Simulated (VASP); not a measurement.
Write the native input for VASP 6.6.1 that does the following.

```yaml
Task: single point
Functional: PBE
Potentials_or_basis: VASP PAW PBE potentials, release 64 (Sn_d, O)
Cutoff: 520 eV
k_mesh: 1 × 1 × 1
Occupations: fermi-dirac, width 0.1861 eV
Spin: no spin polarisation
Dipole_correction: no
Further_INCAR_settings: LREAL = Auto; ALGO = Normal; EDIFF = 1e-06; NBANDS = 122; ISYM = 0
```

The structure of SnO2 lies in POSCAR:

```
SnO2
1.0
    6.7155290000      0.0495070000     -0.2513230000
    0.0495070000      6.9412360000     -0.0896220000
   -0.2513230000     -0.0896220000      7.0388050000
Sn O
8 16
Direct
    0.4635520073      0.6263818427      0.5487409972
    0.1564063289      0.2444284713      0.8065085872
    0.6442813513      0.1588407058      0.7207411405
    0.4501936617      0.6876934660      0.0329425926
    1.0139317792      0.9423614741      0.3955179461
    0.4774687860      0.1514620552      0.1985887121
    0.0073663279      0.3786170269      0.2681687791
    0.9056007121      0.6585646363      0.8579493490
    0.4940297350      1.0685125803      0.4889638610
    0.1721072555      0.5074778718      0.4642073042
    0.4629248395      0.7963200111      0.2962347233
    0.3754121678      1.0532495089     -0.0815543207
    0.8138329682      0.7195394482      0.5778664855
    0.3101440505      0.9678910754      0.5790506581
   -0.1065094860      0.6347452218      0.1940641704
    0.8073301372      0.1471863966      0.2356676696
    0.6012042361      0.5843140031      0.8288501872
    0.9485834656      0.1734664058      0.6145341785
    0.4135024533      0.3512249126     -0.3103225397
    0.1795003038      0.1136566510      0.2523616851
    0.7824296401      0.9740065722     -0.0853559686
    0.2012844558      0.7169077953      0.8805224926
    0.9214337974      0.3760882345      0.9514027290
    0.3557276148      0.4309972122      0.1826155666
```

One way to write it, as run:

INCAR

```
SYSTEM = SnO2
PREC = Accurate
ENCUT = 520
EDIFF = 1E-6
ISMEAR = -1
SIGMA = 0.1861
LREAL = Auto
LASPH = .True.
NELM = 100
ALGO = Normal
ISIF = 2
LWAVE = .False.
LCHARG = .False.
GGA = PE
NBANDS = 122
ISYM = 0
```

KPOINTS

```
Automatic mesh
0
Gamma
  1 1 1
  0 0 0
```

Potentials or basis: VASP PAW PBE potentials, release 64 (Sn_d, O).

Run with:

```sh
$ cat potpaw_PBE.64/Sn_d/POTCAR potpaw_PBE.64/O/POTCAR > POTCAR
$ mpirun -np 1 vasp_gam > vasp.out
```

Results of the run:

| Property | Result |
| --- | --- |
| Pressure | 1.1 GPa |
| Largest force | 4.312 eV/Å |
| Band gap on the k mesh | 1.10 eV |

Caveat: the k points lie up to 0.94 Å⁻¹ apart; spin-orbit coupling is left out, which moves the levels of the heavy elements.

Run time: 2.2 min on 1 thread of Intel(R) Xeon(R) Platinum 8259CL CPU @ 2.50GHz (Skylake/Cascade Lake), with other jobs on the host, peak memory 0.33 GiB.
